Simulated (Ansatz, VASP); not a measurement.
Al in VASP and in Ansatz

The input INCAR:

```
PREC = Accurate ; ENCUT = 520
EDIFF = 1E-6 ; ISMEAR = 0
SIGMA = 0.15 ; LREAL = False
LASPH = True ; NELM = 100
ALGO = Fast ; ISIF = 2
LWAVE = False ; LCHARG = False
GGA = PS ; NBANDS = 10
```

Contents of KPOINTS:

```
regular mesh
0
Gamma
  24 24 14
```

POSCAR

```
Al
1.0
    2.8500701807      0.0000000000      0.0000000000
   -1.4250350903      2.4682331791      0.0000000000
    0.0000000000      0.0000000000      4.7532491867
Al
2
Direct
    0.6666666667      0.3333333333      0.7500000000
    0.3333333333      0.6666666667      0.2500000000
```

Input for Ansatz:

```yaml
crystal:
  lattice:
    - [2.8500701807, 0.0, 0.0]
    - [-1.4250350903, 2.4682331791, 0.0]
    - [0.0, 0.0, 4.7532491867]
  atoms:
    - { symbol: Al, position: [0.6666666667, 0.3333333333, 0.75] }
    - { symbol: Al, position: [0.3333333333, 0.6666666667, 0.25] }
basis:
  ecutwfc: 420
kpoints:
  mp_grid: { grid: [24, 24, 14] }
hamiltonian:
  xc: pbesol
scf:
  occupations: { method: gaussian, width: 0.15 }
output:
  forces: true
  stress: true
  eigenvalues: true
  write_density: true
  write_potential: true
  elf: true
  volumetric_format: npy
```

Change from the starting cell: strain +0.000 along x and y, +0.025 along z, atoms carried along.

Alike in both runs: task single point; functional PBEsol; k mesh 24 × 24 × 14; occupations gaussian, width 0.15 eV; no spin polarisation.

```csv
,VASP,Ansatz
version,VASP 6.6.1,Ansatz 0.2.0
potentials or method,"VASP PAW PBE potentials, release 64 (Al), cutoff 520 eV","scalar-relativistic, plane waves, PAW"
valence electrons in the cell,6,6
```

|  | VASP | Ansatz | Ansatz less VASP |
| --- | --- | --- | --- |
| gap on the k mesh at the Fermi level (eV) | none | none | - |
| pressure (GPa) | -1.8 | -1.8 | -0.05 |
| traceless stress, the component that is largest in VASP (GPa) | -0.21 | -0.21 | +0.002 |

VASP's potentials were made for PBE, not for PBEsol. A gap of «none» marks a metal or a gap that the smearing closes.
